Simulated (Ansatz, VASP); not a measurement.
**Two plane-wave programs on K2Nb2O**

```
K Nb O
1.0
    -3.37042    3.37042    3.49173
     3.37042   -3.37042    3.49173
     3.37042    3.37042   -3.49173
K Nb O
2 2 1
Direct
  0.50000 0.00000 0.50000
  0.00000 0.50000 0.50000
  0.28082 0.28082 0.00000
  0.71918 0.71918 0.00000
  0.00000 0.00000 0.00000
```

Alike in both runs: functional PBE; k mesh 4 × 4 × 4; occupations gaussian, width 0.1 eV; collinear spin.

Ansatz relaxed the structure, and its values are those at the end. VASP's run is a single point on that final structure, the one shown.

```csv
,VASP,Ansatz
version,VASP 6.6.1,Ansatz 0.2.0
potentials or method,"VASP PAW PBE potentials, release 64 (K_sv, Nb_sv, O), cutoff 520 eV","scalar-relativistic, plane waves, PAW"
valence electrons in the cell,50,50
```

|  | VASP | Ansatz | Ansatz less VASP |
| --- | --- | --- | --- |
| gap on the k mesh at the Fermi level (eV) | none | none | - |
| pressure (GPa) | -0.1 | 0.0 | +0.06 |
| rms of the force components (eV/Å) | 0.006 | 0.000 | -0.0054 |
| net moment per atom (μB) | 1.44 | 1.44 | 0.000 |
| size of the moment on the site where the two differ most (μB) | 2.10 | 1.12 | -0.973 |

Site moments also hang on the region over which each program counts them. A gap of «none» marks a metal or a gap that the smearing closes. Ansatz's warnings: no starting moments.
